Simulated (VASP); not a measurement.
## V: single point with revPBE

The system is V.

```xyz
1
Lattice="2.4958 0.0000 0.0000 0.0000 2.4958 0.0000 0.0000 0.0000 2.4958" Properties=species:S:1:pos:R:3 pbc="T T T"
V     0.0000    0.0000    0.0000
```

This cell differs from its parent crystal: volume scaled by 1.04.

```yaml
Program: VASP 6.6.1
Task: single point
Functional: revPBE
Potentials_or_basis: VASP PAW PBE potentials, release 64 (V_sv)
Cutoff: 520 eV
k_mesh: 14 × 14 × 14
Occupations: fermi-dirac, width 0.1 eV
Spin: no spin polarisation
```

```yaml
Pressure: -3.9 GPa
```

Levels at points of the mesh, in eV from the Fermi level:
```csv
k point,band 3,band 4,band 5,band 6,band 7,band 8,band 9,band 10,band 11,band 12
"(0.00, 0.00, 0.00)",-37.31,-37.31,-6.22,-1.99,-1.99,3.27,3.27,3.27,17.58,17.58
"(0.50, 0.00, 0.00)",-37.23,-37.23,-2.22,-1.28,-0.27,1.44,1.44,3.43,7.19,18.84
"(0.50, 0.50, 0.00)",-38.06,-37.16,-3.27,-0.70,1.84,1.84,4.38,5.75,5.75,12.05
"(0.50, 0.50, 0.50)",-37.95,-37.95,-1.76,-1.76,-1.76,4.48,4.48,10.21,12.63,12.63
```

Run time: 23 s on 1 thread of AMD EPYC 7R13, with other jobs on the host, peak memory 0.1 GiB.

Caveat: the PAW data sets were made with another functional, which shifts forces and pressure a little.
